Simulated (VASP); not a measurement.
# BaS in VASP: further runs

BaS is run at these levels: PBE; tasks: single point.

All numbers are computed with VASP 6.6.1; they aren't measurements. Logs are shortened: lines on timing, memory, paths and dates and some standing lists are left out, and cuts for length are marked.

## (1) The cell of the first run

It takes space group I4/mmm (No. 139, tetragonal). Conventional cell: a = 4.588 Å, b = 4.588 Å, c = 6.403 Å, α = 90.00°, β = 90.00°, γ = 90.00°. Within 4.2 Å of Ba (site symmetry 4/mmm) lie 6 S at 3.20 to 3.24 Å. S (site symmetry 4/mmm) has 6 Ba at 3.20 to 3.24 Å within 4.2 Å.

## (2) Single point, PBE (epitaxial xy strain +1.0%)

Contents of INCAR:

```
SYSTEM = BaS
PREC = Accurate ; ENCUT = 520
EDIFF = 1E-7 ; ISMEAR = -1
SIGMA = 0.02 ; LREAL = .False.
LASPH = .True. ; NELM = 60
ALGO = Normal ; ISIF = 2
LWAVE = .False. ; LCHARG = .False.
GGA = PE ; NBANDS = 15
```

Contents of KPOINTS:

```
Automatic mesh
0
Gamma
  8 8 8
  0 0 0
```

Contents of POSCAR:

```
BaS
1.0
    0.0000000000      3.2439138319      3.2013869989
    3.2439138319      0.0000000000      3.2013869989
    3.2439138319      3.2439138319      0.0000000000
Ba S
1 1
Direct
    0.0000000000      0.0000000000      0.0000000000
    0.5000000000      0.5000000000      0.5000000000
```

Potentials or basis: VASP PAW PBE potentials, release 64 (Ba_sv, S).

Run with:

```sh
> cat potpaw_PBE.64/Ba_sv/POTCAR potpaw_PBE.64/S/POTCAR > POTCAR
> mpirun -np 1 vasp_std > vasp.out
```

OUTCAR:

```text
SYSTEM = BaS
   PREC = Accurate
   ENCUT = 520
   EDIFF = 1E-7
   ISMEAR = -1
   LREAL = .False.
   LASPH = .True.
   NELM = 60
   ISIF = 2
   GGA = PE

 ion  position               nearest neighbor table
   1  0.000  0.000  0.000-   2 3.20   2 3.20   2 3.24   2 3.24   2 3.24   2 3.24
   2  0.500  0.500  0.500-   1 3.20   1 3.20   1 3.24   1 3.24   1 3.24   1 3.24

  LATTYP: Found a body centered tetragonal cell.
 ALAT       =     4.5875869362
 C/A-ratio  =     1.3956736051

  Lattice vectors:

 A1 = (   0.0000000000,  -3.2439138319,  -3.2013869989)
 A2 = (   0.0000000000,   3.2439138319,  -3.2013869989)
 A3 = (   3.2439138319,   0.0000000000,   3.2013869989)

Analysis of symmetry for initial positions (statically):
=====================================================================
 Subroutine PRICEL returns:
 Original cell was already a primitive cell.

 Routine SETGRP: Setting up the symmetry group for a
 body centered tetragonal supercell.

 Subroutine GETGRP returns: Found 16 space group operations
 (whereof 16 operations were pure point group operations)
 out of a pool of 16 trial point group operations.

The static configuration has the point symmetry D_4h.

Analysis of symmetry for dynamics (positions and initial velocities):
=====================================================================
 Subroutine PRICEL returns:
 Original cell was already a primitive cell.

 Routine SETGRP: Setting up the symmetry group for a
 body centered tetragonal supercell.

 Subroutine GETGRP returns: Found 16 space group operations
 (whereof 16 operations were pure point group operations)
 out of a pool of 16 trial point group operations.

The dynamic configuration has the point symmetry D_4h.

 Subroutine INISYM returns: Found 16 space group operations
 (whereof 16 operations are pure point group operations),
 and found     1 'primitive' translations

----------------------------------------------------------------------------------------

                                     Primitive cell

  volume of cell :      67.3762

  direct lattice vectors                    reciprocal lattice vectors
     0.000000000  3.243913832  3.201386999    -0.154134797  0.154134797  0.156182305
     3.243913832  0.000000000  3.201386999     0.154134797 -0.154134797  0.156182305
     3.243913832  3.243913832  0.000000000     0.154134797  0.154134797 -0.156182305

  length of vectors
     4.557615129  4.557615129  4.587586936     0.268156640  0.268156640  0.268156640

  position of ions in fractional coordinates (direct lattice)
     0.000000000  0.000000000  0.000000000
     0.500000000  0.500000000  0.500000000

  ion indices of the primitive-cell ions
   primitive index   ion index
                 1           1
                 2           2

----------------------------------------------------------------------------------------

 KPOINTS: Automatic mesh

Automatic generation of k-mesh.
 Grid dimensions read from file:
 generate k-points for:    8    8    8

 Generating k-lattice:

  Cartesian coordinates                     Fractional coordinates (reciprocal lattice)
    -0.019266850  0.019266850  0.019522788     0.125000000 -0.000000000  0.000000000
     0.019266850 -0.019266850  0.019522788    -0.000000000  0.125000000  0.000000000
     0.019266850  0.019266850 -0.019522788     0.000000000  0.000000000  0.125000000

  Length of vectors
     0.033519580  0.033519580  0.033519580

  Shift w.r.t. Gamma in fractional coordinates (k-lattice)
     0.000000000  0.000000000  0.000000000

 Subroutine IBZKPT returns following result:
 ===========================================

 Found     59 irreducible k-points:

 Following reciprocal coordinates:
            Coordinates               Weight
  0.000000  0.000000  0.000000      1.000000
  0.125000 -0.000000  0.000000      8.000000
  0.250000 -0.000000  0.000000      8.000000
  0.375000 -0.000000  0.000000      8.000000
  0.500000 -0.000000  0.000000      4.000000
  0.125000  0.125000  0.000000      2.000000
[... 16 lines left out ...]
  0.250000 -0.000000  0.125000     16.000000
  0.375000 -0.000000  0.125000     16.000000
 [... further k-points ...]
   k-points           NKPTS =     59   k-points in BZ     NKDIM =     59   number of bands    NBANDS=     15
   number of dos      NEDOS =    301   number of ions     NIONS =      2
   total plane-waves  NPLWV =  46656
   dimension x,y,z NGX =    36 NGY =   36 NGZ =   36
   dimension x,y,z NGXF=    72 NGYF=   72 NGZF=   72
   ions per type =               1   1
   NGX,Y,Z   is equivalent  to a cutoff of  13.13, 13.13, 13.05 a.u.
   NGXF,Y,Z  is equivalent  to a cutoff of  26.26, 26.26, 26.09 a.u.
 SYSTEM =  BaS
   PREC   = accura    normal or accurate (medium, high low for compatibility)
   ISTART =      0    job   : 0-new  1-cont  2-samecut
   ICHARG =      2    charge: 1-file 2-atom 10-const
   ISPIN  =      1    spin polarized calculation?
   LNONCOLLINEAR =      F non collinear calculations
   LSORBIT =      F    spin-orbit coupling
   LASPH  =      T    aspherical Exc in radial PAW
   ENCUT  =  520.0 eV  38.22 Ry    6.18 a.u.   8.47  8.47  8.53*2*pi/ulx,y,z
   NELM   =     60;   NELMIN=  2; NELMDL= -5     # of ELM steps
   EDIFF  = 0.1E-06   stopping-criterion for ELM
   LREAL  =      F    real-space projection
   EDIFFG = 0.1E-05   stopping-criterion for IOM
   NSW    =      0    number of steps for IOM
   IBRION =     -1    ionic relax: 0-MD 1-quasi-New 2-CG
   NFREE  =      0    steps in history (QN), initial steepest desc. (CG)
   ISIF   =      2    stress and relaxation
   ISYM   =      2    0-nonsym 1-usesym 2-fastsym
   POTIM  = 0.5000    time-step for ionic-motion
   TEBEG  =    0.0;   TEEND  =   0.0 temperature during run
   PSTRESS=    0.0 pullay stress
   NELECT =      16.0000    total number of electrons
   NUPDOWN=      -1.0000    fix difference up-down
   EMIN   =  10.00;   EMAX   =-10.00  energy-range for DOS
   EFERMI =   0.00;   METHOD = LEGACY
   ISMEAR =    -1;   SIGMA  =   0.02  broadening in eV -4-tet -1-fermi 0-gaus
   EFERMI_NEDOS =   21; number of points for ismear=-14 and -15
   IALGO  =     38    algorithm
   IMIX   =      4    mixing-type and parameters
     AMIX     =   0.40;   BMIX     =  1.00
     AMIX_MAG =   1.60;   BMIX_MAG =  1.00
  volume/ion in A,a.u.               =      33.69       227.34
  Fermi-wavevector in a.u.,A,eV,Ry     =   1.013785  1.915776 13.983526  1.027760
  Thomas-Fermi vector in A             =   2.146974
   LORBIT       =      0    0 simple, 1 ext, 2 COOP (PROOUT), +10 PAW based schemes
   GGA     = PE    functional components
   LHFCALC =     F    Hartree Fock is set to
   AEXX    =    0.0000 exact exchange contribution
   IVDW    =     0    specifies the selected vdW correction
   LEPSILON=     F    determine dielectric tensor
   LRPA    =     F    only Hartree local field effects (RPA)
 non-spin polarized calculation
  energy-cutoff  :      520.00
  volume of cell :       67.38
 maximum number of plane-waves:      1834
 NGX is ok and might be reduce to    36
   NGX = 17   NGY = 17   NGZ = 17

 number of electron      16.0000001 magnetization

 Free energy of the ion-electron system (eV)
  ---------------------------------------------------
  ext. energy  EPLUGINS =         0.00000000
  ---------------------------------------------------
  free energy    TOTEN  =       -10.19240541 eV

  energy without entropy =      -10.19240541  energy(sigma->0) =      -10.19240541

 E-fermi :   1.6895     XC(G=0):  -8.4870

 val. band max:        1.3095406177   @ k =   0.0000   0.0000   0.0000
 cond. band min:       3.4379333404   @ k =   0.5000   0.5000   0.0000
 fundamental gap:      2.1283927226
 Fermi energy:         1.6894723646

 k-point     1 :       0.0000    0.0000    0.0000
  band No.  band energies     occupation
      1     -24.8989      2.00000
      2      -9.9584      2.00000
      3      -9.9584      2.00000
      4      -9.9574      2.00000
      5      -9.0267      2.00000
      6       1.2704      2.00000
      7       1.2704      2.00000
      8       1.3095      2.00000
      9       4.7147      0.00000
     10       5.1160      0.00000
     11       5.1160      0.00000
     12       5.2047      0.00000
     13       5.9986      0.00000
     14       6.0818      0.00000
     15       9.9595      0.00000

 k-point     2 :       0.1250   -0.0000    0.0000
  band No.  band energies     occupation
      1     -24.8935      2.00000
      2     -10.2024      2.00000
      3      -9.9644      2.00000
      4      -9.9621      2.00000
      5      -8.7688      2.00000
      6       0.8869      2.00000
      7       1.0775      2.00000
      8       1.0975      2.00000
      9       5.0998      0.00000
     10       5.3369      0.00000
     11       5.3446      0.00000
     12       5.4040      0.00000
     13       6.4225      0.00000
     14       6.5200      0.00000
     15      10.5584      0.00000

 k-point     3 :       0.2500   -0.0000    0.0000
  band No.  band energies     occupation
      1     -24.8802      2.00000
      2     -10.5811      2.00000
      3      -9.9789      2.00000
      4      -9.9726      2.00000
      5      -8.3556      2.00000
      6       0.1753      2.00000
      7       0.6923      2.00000
      8       0.6982      2.00000
      9       5.3537      0.00000
     10       5.9816      0.00000
     11       6.0110      0.00000
     12       6.4656      0.00000
     13       7.4907      0.00000
     14       7.6179      0.00000
     15      11.6930      0.00000
[... 343 lines left out ...]
 k-point    23 :       0.2500   -0.0000    0.1250
  band No.  band energies     occupation
      1     -24.8813      2.00000
      2     -10.4652      2.00000
      3     -10.0042      2.00000
      4      -9.9942      2.00000
      5      -8.4807      2.00000
      6       0.1642      2.00000
      7       0.9174      2.00000
      8       1.0032      2.00000
      9       4.6934      0.00000
     10       5.8733      0.00000
     11       6.2387      0.00000
     12       6.3168      0.00000
     13       6.7418      0.00000
     14       8.1686      0.00000
     15      11.7599      0.00000

 k-point    24 :       0.3750   -0.0000    0.1250
  band No.  band energies     occupation
      1     -24.8680      2.00000
      2     -10.7312      2.00000
      3     -10.0176      2.00000
      4     -10.0132      2.00000
      5      -8.2096      2.00000
      6      -0.1709      2.00000
      7       0.4983      2.00000
      8       0.6445      2.00000
      9       5.1104      0.00000
     10       6.9097      0.00000
     11       6.9716      0.00000
     12       7.1416      0.00000
     13       7.8622      0.00000
     14       9.1327      0.00000
     15      11.1426      0.00000

 [... further k-points ...]

------------------------ aborting loop because EDIFF is reached ----------------------------------------

  FORCE on cell =-STRESS in cart. coord.  units (eV):
  Direction    XX          YY          ZZ          XY          YZ          ZX
  --------------------------------------------------------------------------------------
  -------------------------------------------------------------------------------------
  Total       -0.1564826     -0.1564826      0.2617970      0.0000000      0.0000000      0.0000000
  in kB       -3.7210865     -3.7210865      6.2254175      0.0000000      0.0000000      0.0000000
  external PRESSURE =      -0.4055852 kB  Pullay stress =       0.0000000 kB

 VOLUME and BASIS-vectors are now :
 -----------------------------------------------------------------------------
  energy-cutoff  :      520.00
  volume of cell :       67.38
      direct lattice vectors                 reciprocal lattice vectors
     0.000000000  3.243913832  3.201386999    -0.154134797  0.154134797  0.156182305
     3.243913832  0.000000000  3.201386999     0.154134797 -0.154134797  0.156182305
     3.243913832  3.243913832  0.000000000     0.154134797  0.154134797 -0.156182305

 POSITION                                       TOTAL-FORCE (eV/Angst)
 -----------------------------------------------------------------------------------
      0.00000      0.00000      0.00000        -0.000000      0.000000      0.000000
      3.24391      3.24391      3.20139         0.000000     -0.000000      0.000000
 -----------------------------------------------------------------------------------
    total drift:                                0.000000      0.000000      0.000000

  FREE ENERGIE OF THE ION-ELECTRON SYSTEM (eV)
  ---------------------------------------------------
  free  energy   TOTEN  =       -10.1924054084 eV

  energy  without entropy=      -10.1924054084  energy(sigma->0) =      -10.19240541
```

Run time: 94 s. Hardware: 1 thread of Intel Xeon 8259CL, shared host; peak memory 0.24 GiB.

Results:

```
Free energy            : -10.1924 eV
Pressure               : 0.0 GPa
Band gap on the k mesh : 2.13 eV (least direct gap 2.29 eV)
```

Levels at points of the mesh, in eV from the valence-band top:
| k point | band 4 | band 5 | band 6 | band 7 | band 8 | band 9 | band 10 | band 11 | band 12 | band 13 |
| --- | --- | --- | --- | --- | --- | --- | --- | --- | --- | --- |
| (0.00, 0.00, 0.00) | -11.27 | -10.34 | -0.04 | -0.04 | 0.00 | 3.41 | 3.81 | 3.81 | 3.90 | 4.69 |
| (0.50, 0.00, 0.00) | -11.30 | -9.24 | -1.89 | -1.06 | -1.05 | 5.40 | 5.56 | 6.14 | 6.17 | 8.56 |
| (0.50, 0.50, 0.00) | -11.44 | -10.24 | -0.54 | -0.20 | -0.20 | 2.13 | 5.80 | 5.84 | 7.28 | 7.28 |
| (0.50, 0.00, 0.50) | -11.43 | -10.24 | -0.61 | -0.19 | -0.15 | 2.14 | 5.73 | 5.88 | 7.24 | 7.34 |

Caveat: the cell differs from its parent crystal (epitaxial xy strain +1.0%); spin-orbit coupling is left out, which moves the levels of the heavy elements. A k mesh can miss the band edges.

## (3) Single point, PBE (shear xy strain -0.5%)

Contents of INCAR:

```
SYSTEM = BaS
  ALGO = Normal
  EDIFF = 1E-7
  ENCUT = 520
  GGA = PE
  ISIF = 2
  ISMEAR = -1
  LASPH = .TRUE.
  LCHARG = .TRUE.
  LELF = .TRUE.
  LREAL = .FALSE.
  LVHAR = .TRUE.
  LWAVE = .FALSE.
  NBANDS = 15
  NELM = 100
  PREC = Accurate
  SIGMA = 0.02
```

Contents of KPOINTS:

```
k-points
0
G
  8 8 8
  0 0 0
```

Contents of POSCAR:

```
BaS
1.0
   -0.0080294897      3.2117958731      3.2117958731
    3.2117958731     -0.0080294897      3.2117958731
    3.2037663835      3.2037663835      0.0000000000
Ba S
1 1
Direct
    0.0000000000      0.0000000000      0.0000000000
    0.5000000000      0.5000000000      0.5000000000
```

Potentials or basis: VASP PAW PBE potentials, release 64 (Ba_sv, S).

Run with:

```sh
> cat potpaw_PBE.64/Ba_sv/POTCAR potpaw_PBE.64/S/POTCAR > POTCAR
> mpirun -np 1 vasp_std > vasp.out
```

Wall time 94 s (1 thread of Intel Xeon 8259CL, shared host); peak memory 0.26 GiB.

The run converged. Its results:

| Item | Value |
| --- | --- |
| Free energy | -10.1920 eV |
| Pressure | 0.6 GPa |
| Band gap on the k mesh | 2.13 eV (least direct gap 2.27 eV) |

Stress tensor (GPa, compression positive):
```
0.65 0.09 0.00
0.09 0.65 0.00
0.00 0.00 0.65
```

Levels at points of the mesh, in eV from the valence-band top:
| k point | band 4 | band 5 | band 6 | band 7 | band 8 | band 9 | band 10 | band 11 | band 12 | band 13 |
| --- | --- | --- | --- | --- | --- | --- | --- | --- | --- | --- |
| (0.00, 0.00, 0.00) | -11.19 | -10.34 | -0.01 | -0.01 | 0.00 | 3.51 | 3.84 | 3.86 | 3.88 | 4.77 |
| (0.50, 0.00, 0.00) | -11.23 | -9.17 | -1.91 | -1.06 | -1.05 | 5.47 | 5.63 | 6.21 | 6.24 | 8.79 |
| (0.50, 0.50, 0.00) | -11.37 | -10.25 | -0.55 | -0.16 | -0.14 | 2.13 | 5.88 | 5.92 | 7.39 | 7.40 |
| (0.00, 0.00, 0.50) | -11.23 | -9.18 | -1.90 | -1.07 | -1.06 | 5.48 | 5.63 | 6.23 | 6.26 | 8.80 |
| (0.50, 0.00, 0.50) | -11.37 | -10.25 | -0.55 | -0.15 | -0.15 | 2.13 | 5.88 | 5.92 | 7.39 | 7.40 |

Caveat: the cell differs from its parent crystal (shear xy strain -0.5%); spin-orbit coupling is left out, which moves the levels of the heavy elements. A k mesh can miss the band edges.
